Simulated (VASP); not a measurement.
# ClO (Pm-3m) in VASP: further runs, part 2 of 2

VASP 6.6.1. The steps go on from the part before.

**6. Single point, PBEsol**

INCAR

```
SYSTEM = ClO
  ALGO = Normal
  EDIFF = 1E-6
  ENCUT = 520
  GGA = PS
  ISIF = 2
  ISMEAR = 1
  LASPH = .True.
  LCHARG = .False.
  LREAL = .False.
  LWAVE = .False.
  NBANDS = 14
  NELM = 60
  PREC = Accurate
  SIGMA = 0.025
```

KPOINTS

```
k-points
0
Gamma
  10 10 10
  0 0 0
```

POSCAR

```
ClO
1.0
    3.1852167900      0.0000000000      0.0000000000
    0.0000000000      3.1852167900      0.0000000000
    0.0000000000      0.0000000000      3.1852167900
Cl O
1 1
Direct
    0.0000000000      0.0000000000      0.0000000000
    0.5000000016      0.5000000016      0.5000000016
```

Potentials or basis: VASP PAW PBE potentials, release 64 (Cl, O).

Run with:

```bash
cat potpaw_PBE.64/Cl/POTCAR potpaw_PBE.64/O/POTCAR > POTCAR
mpirun -np 1 vasp_std > vasp.out
```

OUTCAR:

```text
SYSTEM = ClO
   EDIFF = 1E-6
   ENCUT = 520
   GGA = PS
   ISIF = 2
   ISMEAR = 1
   LASPH = .True.
   LREAL = .False.
   NELM = 60
   PREC = Accurate

 ion  position               nearest neighbor table
   1  0.000  0.000  0.000-
   2  0.500  0.500  0.500-

  LATTYP: Found a simple cubic cell.
 ALAT       =     3.1852167900

  Lattice vectors:

 A1 = (   3.1852167900,   0.0000000000,   0.0000000000)
 A2 = (   0.0000000000,   3.1852167900,   0.0000000000)
 A3 = (   0.0000000000,   0.0000000000,   3.1852167900)

Analysis of symmetry for initial positions (statically):
=====================================================================
 Subroutine PRICEL returns:
 Original cell was already a primitive cell.

 Routine SETGRP: Setting up the symmetry group for a
 simple cubic supercell.

 Subroutine GETGRP returns: Found 48 space group operations
 (whereof 48 operations were pure point group operations)
 out of a pool of 48 trial point group operations.

The static configuration has the point symmetry O_h .

Analysis of symmetry for dynamics (positions and initial velocities):
[... 166 lines left out ...]

 k-point     1 :       0.0000    0.0000    0.0000
  band No.  band energies     occupation
      1     -16.2425      2.00000
      2     -12.9584      2.00000
      3      -1.4370      2.00000
      4      -1.4370      2.00000
      5      -1.4370      2.00000
      6       1.5354      0.00000
      7       1.5354      0.00000
      8       1.5354      0.00000
      9      10.4292      0.00000
     10      10.4292      0.00000
     11      11.5080      0.00000
     12      18.6478      0.00000
     13      18.6478      0.00000
     14      18.6478      0.00000
[... 377 lines left out ...]
      1     -15.6550      2.00000
      2     -13.3188      2.00000
      3      -2.3656      2.00000
      4      -1.0803      2.00000
      5      -0.7574      2.00000
      6      -0.1800      2.00000
      7       0.8296     -0.00000
      8       1.1910     -0.00000
      9      11.9833      0.00000
     10      12.8892      0.00000
     11      14.3832      0.00000
     12      15.9970      0.00000
     13      16.7890      0.00000
     14      18.0459      0.00000

 [... further k-points ...]
[... 5 lines left out ...]
  --------------------------------------------------------------------------------------
  -------------------------------------------------------------------------------------
  Total       -2.8040669     -2.8040669     -2.8040669     -0.0000000      0.0000000      0.0000000
  in kB     -139.0214988   -139.0214988   -139.0214988     -0.0000000      0.0000000      0.0000000
  external PRESSURE =    -139.0214988 kB  Pullay stress =       0.0000000 kB

 VOLUME and BASIS-vectors are now :
 -----------------------------------------------------------------------------
  energy-cutoff  :      520.00
  volume of cell :       32.32
      direct lattice vectors                 reciprocal lattice vectors
     3.185216790  0.000000000  0.000000000     0.313950373  0.000000000  0.000000000
     0.000000000  3.185216790  0.000000000     0.000000000  0.313950373  0.000000000
     0.000000000  0.000000000  3.185216790     0.000000000  0.000000000  0.313950373

 POSITION                                       TOTAL-FORCE (eV/Angst)
 -----------------------------------------------------------------------------------
      0.00000      0.00000      0.00000         0.000000      0.000000      0.000000
      1.59261      1.59261      1.59261         0.000000      0.000000      0.000000
 -----------------------------------------------------------------------------------
    total drift:                               -0.000006     -0.000006     -0.000006

  FREE ENERGIE OF THE ION-ELECTRON SYSTEM (eV)
  ---------------------------------------------------
  free  energy   TOTEN  =        -3.4825389743 eV

  energy  without entropy=       -3.4828621531  energy(sigma->0) =       -3.48264670
```

stdout:

```text
POSCAR found type information on POSCAR ClO
 POSCAR found :  2 types and       2 ions
 scaLAPACK will be used
 -----------------------------------------------------------------------------
|                                                                             |
|                                                                             |
|     You enforced a specific xc type in the INCAR file but a different       |
|     I HOPE YOU KNOW WHAT YOU ARE DOING!                                     |
|                                                                             |
 -----------------------------------------------------------------------------

 LDA part: xc-table for (Slater+PW92), standard interpolation
 POSCAR, INCAR and KPOINTS ok, starting setup
 FFT: planning ... GRIDC
 FFT: planning ... GRID_SOFT
 FFT: planning ... GRID
 WAVECAR not read
 entering main loop
```

It took 35 s on 1 thread of AMD EPYC, shared host; peak memory 0.11 GiB.

What came out:

| Quantity | Value |
| --- | --- |
| Free energy | -3.4825 eV |
| Pressure | -13.9 GPa |
| Band gap on the k mesh | zero (an odd number of electrons rules out a gap without spin polarisation) |

Caveat: the cell stands under tension; the PAW data sets were made with another functional, which shifts forces and pressure a little; an odd number of electrons without spin polarisation forces a metal; a magnetic or distorted state may lie lower.

**7. Summary**

| smearing | gap on the mesh (eV) | pressure (GPa) |
| --- | --- | --- |
| methfessel-paxton 0.25 eV | none | -13.9 |
| methfessel-paxton 0.15 eV | none | -13.9 |
| methfessel-paxton 0.1 eV | none | -13.9 |
| methfessel-paxton 0.05 eV | none | -13.9 |
| methfessel-paxton 0.025 eV | none | -13.9 |

Alike in all rows: task single point; level PBEsol; potentials or basis VASP PAW PBE potentials, release 64 (Cl, O); no spin polarisation; cell as given; k mesh 10 × 10 × 10; cutoff (eV) 520.

Caveats: the cell stands under tension; the PAW data sets were made with another functional, which shifts forces and pressure a little; an odd number of electrons without spin polarisation forces a metal; a magnetic or distorted state may lie lower.

Absolute energies hang on the potentials; compare differences alone.
